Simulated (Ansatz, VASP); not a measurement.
## WAu: VASP beside Ansatz

```
W Au
1.0
     0.00000    2.90921    2.90921
     2.90921    0.00000    2.90921
     2.90921    2.90921    0.00000
W Au
1 1
Direct
  0.00000 0.00000 0.00000
  0.75000 0.75000 0.75000
```

Alike in both runs: functional r2SCAN; k mesh 8 × 8 × 8; occupations fermi-dirac, width 0.05 eV; non-collinear spin, spin-orbit coupling.

|  | VASP | Ansatz |
| --- | --- | --- |
| version | VASP 6.6.1 | Ansatz 0.2.0 |
| potentials or method | VASP PAW PBE potentials, release 64 (W_sv, Au) | Ansatz PAW |
| plane-wave cutoff (eV) | 520 | 500 |
| valence electrons in the cell | 25 | 33 |
| task | single point | band structure |

|  | VASP | Ansatz | Ansatz less VASP |
| --- | --- | --- | --- |
| pressure (GPa) | -3.0 | -3.7 | -0.78 |
| net moment per atom (μB) | 0.00 | 0.00 | 0.000 |

VASP's potentials were made for PBE, not for r2SCAN. VASP's potentials hold 25 valence electrons a cell and Ansatz's 33, so a difference there can come from the potentials and not from the codes.
